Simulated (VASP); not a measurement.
# Mg4C in VASP: relaxation of the atoms with PBE

Aim: the relaxation of the atoms of Mg4C with PBE.

All numbers are computed with VASP 6.6.1; they aren't measurements. Logs are shortened: lines on timing, memory, paths and dates and some standing lists are left out, and cuts for length are marked.

### Step 1. The cell of the first run

The cell holds a slab with vacuum, 5 atoms: a = 3.210 Å, b = 3.210 Å, c = 23.215 Å, α = 90.00°, β = 90.00°, γ = 120.00°.

### Step 2. Relaxation of the atoms, PBE

Input file INCAR:

```
SYSTEM = Mg4C
PREC = Accurate
ENCUT = 520
EDIFF = 1E-7
ISMEAR = 0
SIGMA = 0.1
LREAL = .FALSE.
LASPH = .TRUE.
NELM = 120
ALGO = Normal
ISIF = 2
LWAVE = .FALSE.
LCHARG = .FALSE.
LDIPOL = .TRUE.
IDIPOL = 3
DIPOL = 0.5 0.5 0.389
GGA = PE
IBRION = 2
NSW = 36
EDIFFG = -0.025
GGA_COMPAT = .FALSE.
NELMIN = 4
NELMDL = -8
```

Input file KPOINTS:

```
regular mesh
0
G
  9 9 1
  0 0 0
```

Input file POSCAR:

```
Mg4C
1.0
    3.2100692859      0.0000000000      0.0000000000
   -1.6050346429      2.7800015495      0.0000000000
    0.0000000000      0.0000000000     23.2147784313
Mg C
4 1
Selective dynamics
Direct
    0.6666666667      0.3333333333      0.1723040352  F F F
    0.3333333333      0.6666666667      0.2829644272  F F F
    0.6666666667      0.3333333333      0.3920793237  F F F
    0.3333333333      0.6666666667      0.5046258988  F F F
    0.3333333333      0.8333333333      0.5946616415  F F T
```

Potentials or basis: VASP PAW PBE potentials, release 64 (Mg, C).

Command:

```console
> cat potpaw_PBE.64/Mg/POTCAR potpaw_PBE.64/C/POTCAR > POTCAR
> mpirun -np 1 vasp_std > vasp.out
```

OUTCAR:

```text
SYSTEM = Mg4C
   PREC = Accurate
   ENCUT = 520
   EDIFF = 1E-7
   ISMEAR = 0
   LREAL = .FALSE.
   LASPH = .TRUE.
   NELM = 120
   ISIF = 2
   GGA = PE
   IBRION = 2
   NSW = 36
   EDIFFG = -0.025
   NELMIN = 4
   NELMDL = -8

 ion  position               nearest neighbor table
   1  0.667  0.333  0.172-   2 3.17   2 3.17   2 3.17
   2  0.333  0.667  0.283-   3 3.14   3 3.14   3 3.14   1 3.17   1 3.17   1 3.17
   3  0.667  0.333  0.392-   2 3.14   2 3.14   2 3.14   4 3.20   4 3.20   4 3.20
   4  0.333  0.667  0.505-   5 2.16   3 3.20   3 3.20   3 3.20
   5  0.333  0.833  0.595-   4 2.16

  LATTYP: Found a hexagonal cell.
 ALAT       =     3.2100692859
 C/A-ratio  =     7.2318621075

  Lattice vectors:

 A1 = (   3.2100692859,   0.0000000000,   0.0000000000)
 A2 = (  -1.6050346429,   2.7800015495,   0.0000000000)
 A3 = (   0.0000000000,   0.0000000000,  23.2147784313)

Analysis of symmetry for initial positions (statically):
=====================================================================
 Subroutine PRICEL returns:
 Original cell was already a primitive cell.

 Routine SETGRP: Setting up the symmetry group for a
 hexagonal supercell.

 Subroutine GETGRP returns: Found  1 space group operations
 (whereof  1 operations were pure point group operations)
 out of a pool of 24 trial point group operations.

The static configuration has the point symmetry C_1 .

Analysis of symmetry for dynamics (positions and initial velocities):
=====================================================================
 Subroutine PRICEL returns:
 Original cell was already a primitive cell.

 Routine SETGRP: Setting up the symmetry group for a
 hexagonal supercell.

 Subroutine GETGRP returns: Found  1 space group operations
 (whereof  1 operations were pure point group operations)
 out of a pool of 24 trial point group operations.

The dynamic configuration has the point symmetry C_1 .

Analysis of constrained symmetry for selective dynamics:
=====================================================================
 Subroutine PRICEL returns:
 Original cell was already a primitive cell.

 Routine SETGRP: Setting up the symmetry group for a
 hexagonal supercell.

 Subroutine GETGRP returns: Found  1 space group operations
 (whereof  1 operations were pure point group operations)
 out of a pool of 24 trial point group operations.

The constrained configuration has the point symmetry C_1 .

 Subroutine INISYM returns: Found  1 space group operations
 (whereof  1 operations are pure point group operations),
 and found     1 'primitive' translations

----------------------------------------------------------------------------------------

                                     Primitive cell

  volume of cell :     207.1686

  direct lattice vectors                    reciprocal lattice vectors
     3.210069286  0.000000000  0.000000000     0.311519756  0.179856015  0.000000000
    -1.605034643  2.780001550  0.000000000     0.000000000  0.359712030  0.000000000
     0.000000000  0.000000000 23.214778431     0.000000000  0.000000000  0.043076009

  length of vectors
     3.210069286  3.210069286 23.214778431     0.359712030  0.359712030  0.043076009

  position of ions in fractional coordinates (direct lattice)
     0.666666667  0.333333333  0.172304035
     0.333333333  0.666666667  0.282964427
     0.666666667  0.333333333  0.392079324
     0.333333333  0.666666667  0.504625899
     0.333333333  0.833333333  0.594661641

  ion indices of the primitive-cell ions
   primitive index   ion index
                 1           1
                 2           2
                 3           3
                 4           4
                 5           5

----------------------------------------------------------------------------------------

 KPOINTS: regular mesh

Automatic generation of k-mesh.
 Grid dimensions read from file:
 generate k-points for:    9    9    1

 Generating k-lattice:

  Cartesian coordinates                     Fractional coordinates (reciprocal lattice)
     0.034613306  0.019984002  0.000000000     0.111111111  0.000000000  0.000000000
     0.000000000  0.039968003  0.000000000     0.000000000  0.111111111  0.000000000
     0.000000000  0.000000000  0.043076009     0.000000000  0.000000000  1.000000000

  Length of vectors
     0.039968003  0.039968003  0.043076009

  Shift w.r.t. Gamma in fractional coordinates (k-lattice)
     0.000000000  0.000000000  0.000000000

 Subroutine IBZKPT returns following result:
 ===========================================

 Found     41 irreducible k-points:

 Following reciprocal coordinates:
            Coordinates               Weight
  0.000000  0.000000  0.000000      1.000000
  0.111111  0.000000  0.000000      2.000000
  0.000000  0.111111  0.000000      2.000000
 -0.111111  0.111111  0.000000      2.000000
  0.222222 -0.000000  0.000000      2.000000
  0.000000  0.222222  0.000000      2.000000
[... 16 lines left out ...]
  0.333333  0.111111  0.000000      2.000000
 -0.111111  0.444444  0.000000      2.000000
 [... further k-points ...]
   k-points           NKPTS =     41   k-points in BZ     NKDIM =     41   number of bands    NBANDS=     10
   number of dos      NEDOS =    301   number of ions     NIONS =      5
   total plane-waves  NPLWV = 103680
   dimension x,y,z NGX =    24 NGY =   24 NGZ =  180
   dimension x,y,z NGXF=    48 NGYF=   48 NGZF=  360
   ions per type =               4   1
   NGX,Y,Z   is equivalent  to a cutoff of  12.43, 12.43, 12.89 a.u.
   NGXF,Y,Z  is equivalent  to a cutoff of  24.86, 24.86, 25.78 a.u.
 SYSTEM =  Mg4C
   PREC   = accura    normal or accurate (medium, high low for compatibility)
   ISTART =      0    job   : 0-new  1-cont  2-samecut
   ICHARG =      2    charge: 1-file 2-atom 10-const
   ISPIN  =      1    spin polarized calculation?
   LNONCOLLINEAR =      F non collinear calculations
   LSORBIT =      F    spin-orbit coupling
   LASPH  =      T    aspherical Exc in radial PAW
   ENCUT  =  520.0 eV  38.22 Ry    6.18 a.u.   5.97  5.97 43.16*2*pi/ulx,y,z
   NELM   =    120;   NELMIN=  4; NELMDL= -8     # of ELM steps
   EDIFF  = 0.1E-06   stopping-criterion for ELM
   LREAL  =      F    real-space projection
   EDIFFG = -.3E-01   stopping-criterion for IOM
   NSW    =     36    number of steps for IOM
   IBRION =      2    ionic relax: 0-MD 1-quasi-New 2-CG
   NFREE  =      1    steps in history (QN), initial steepest desc. (CG)
   ISIF   =      2    stress and relaxation
   ISYM   =      2    0-nonsym 1-usesym 2-fastsym
   POTIM  = 0.5000    time-step for ionic-motion
   TEBEG  =    0.0;   TEEND  =   0.0 temperature during run
   PSTRESS=    0.0 pullay stress
   NELECT =      12.0000    total number of electrons
   NUPDOWN=      -1.0000    fix difference up-down
   EMIN   =  10.00;   EMAX   =-10.00  energy-range for DOS
   EFERMI =   0.00;   METHOD = LEGACY
   ISMEAR =     0;   SIGMA  =   0.10  broadening in eV -4-tet -1-fermi 0-gaus
   EFERMI_NEDOS =   21; number of points for ismear=-14 and -15
   IALGO  =     38    algorithm
   IMIX   =      4    mixing-type and parameters
     AMIX     =   0.40;   BMIX     =  1.00
     AMIX_MAG =   1.60;   BMIX_MAG =  1.00
  volume/ion in A,a.u.               =      41.43       279.61
  Fermi-wavevector in a.u.,A,eV,Ry     =   0.633423  1.196996  5.458996  0.401225
  Thomas-Fermi vector in A             =   1.697074
   LORBIT       =      0    0 simple, 1 ext, 2 COOP (PROOUT), +10 PAW based schemes
   GGA     = PE    functional components
   LHFCALC =     F    Hartree Fock is set to
   AEXX    =    0.0000 exact exchange contribution
   IVDW    =     0    specifies the selected vdW correction
   LEPSILON=     F    determine dielectric tensor
   LRPA    =     F    only Hartree local field effects (RPA)
 conjugate gradient relaxation of ions
 non-spin polarized calculation
 Gauss-broadening in eV      SIGMA  =   0.10
  energy-cutoff  :      520.00
  volume of cell :      207.17
 maximum number of plane-waves:      5628
   NGX = 11   NGY = 11   NGZ = 87

--------------------------------------- Ionic step        1  -------------------------------------------

 number of electron      12.0000000 magnetization

 Free energy of the ion-electron system (eV)
  ---------------------------------------------------
  ext. energy  EPLUGINS =         0.00000000
  ---------------------------------------------------
  free energy    TOTEN  =        -8.75292935 eV

  energy without entropy =       -8.73503185  energy(sigma->0) =       -8.74398060

------------------------ aborting loop because EDIFF is reached ----------------------------------------

  FORCE on cell =-STRESS in cart. coord.  units (eV):
  Direction    XX          YY          ZZ          XY          YZ          ZX
  --------------------------------------------------------------------------------------
  -------------------------------------------------------------------------------------
  Total       -2.4879037     -2.3853672     -0.0288703      0.0273070      0.9043871     -0.5041275
  in kB      -19.2406690    -18.4476837     -0.2232742      0.2111840      6.9942465     -3.8987645
  external PRESSURE =     -12.6372090 kB  Pullay stress =       0.0000000 kB
[... 65 lines left out ...]
--------------------------------------- Ionic step        3  -------------------------------------------

 number of electron      12.0000000 magnetization

 dipolmoment           0.000000      0.000000      0.167731 electrons x Angstroem

 Free energy of the ion-electron system (eV)
  ---------------------------------------------------
  ext. energy  EPLUGINS =         0.00000000
  ---------------------------------------------------
  free energy    TOTEN  =        -8.75464017 eV

  energy without entropy =       -8.73681996  energy(sigma->0) =       -8.74573006

 E-fermi :  -1.5261     XC(G=0):  -5.0875

 val. band max:       -1.5271342945   @ k =  -0.4444  -0.2222   0.0000
 cond. band min:      -1.4948687233   @ k =   0.0000   0.4444   0.0000
 fundamental gap:      0.0322655712
 Fermi energy:        -1.5261319308

 k-point     1 :       0.0000    0.0000    0.0000
  band No.  band energies     occupation
      1     -10.9829      2.00000
      2      -8.0776      2.00000
      3      -7.1387      2.00000
      4      -5.7163      2.00000
      5      -3.8924      2.00000
      6      -2.4970      2.00000
      7      -0.6763      0.00000
      8       0.6146      0.00000
      9       0.6467      0.00000
     10       1.2182      0.00000
[... 287 lines left out ...]
 k-point    24 :      -0.1111    0.4444    0.0000
  band No.  band energies     occupation
      1      -9.6972      2.00000
      2      -5.0204      2.00000
      3      -4.1716      2.00000
      4      -3.0885      2.00000
      5      -2.4340      2.00000
      6      -1.6227      1.82813
      7      -0.9451      0.00000
      8      -0.4138      0.00000
      9      -0.1983      0.00000
     10       0.1083      0.00000

 [... further k-points ...]

------------------------ aborting loop because EDIFF is reached ----------------------------------------

 vacuum level on the upper side and lower side of the slab       (xc-potential included)         1.494        -1.860

  FORCE on cell =-STRESS in cart. coord.  units (eV):
  Direction    XX          YY          ZZ          XY          YZ          ZX
  --------------------------------------------------------------------------------------
  -------------------------------------------------------------------------------------
  Total       -2.4831005     -2.3714064      0.3171861      0.0120929      0.9857314     -0.5473040
  in kB      -19.2035221    -18.3397151      2.4530180      0.0935229      7.6233382     -4.2326775
  external PRESSURE =     -11.6967397 kB  Pullay stress =       0.0000000 kB
[... 20 lines left out ...]
  FREE ENERGIE OF THE ION-ELECTRON SYSTEM (eV)
  ---------------------------------------------------
  free  energy   TOTEN  =        -8.7546401690 eV

  energy  without entropy=       -8.7368199559  energy(sigma->0) =       -8.74573006

 reached required accuracy - stopping structural energy minimisation

 vacuum level on the upper side and lower side of the slab         5.418         1.988
```

Run time: 11 min. Hardware: 1 thread of Intel Xeon 8259CL, shared host; peak memory 0.35 GiB.

Results:

| Item | Value |
| --- | --- |
| Free energy | -8.7546 eV |
| Energy gained by relaxing | 0.3 meV/atom |
| Ionic steps | 3 |
| Band gap on the k mesh | zero (bands 6 and 7 overlap by 0.08 eV) |

The path:
```csv
step,energy change (eV),largest force on free atoms (eV/Å),pressure (GPa)
1,0.0000,0.1499,-1.26
2,-0.0009,0.1034,-1.24
3,-0.0017,0.0054,-1.17
```

Final structure:
```
Mg C
1.0
     3.21007    0.00000    0.00000
    -1.60503    2.78000    0.00000
     0.00000    0.00000   23.21478
Mg C
4 1
Direct
  0.66667 0.33333 0.17230
  0.33333 0.66667 0.28296
  0.66667 0.33333 0.39208
  0.33333 0.66667 0.50463
  0.33333 0.83333 0.59366
```

The gap in the log of VASP goes by the Fermi energy; the results here count the filled bands.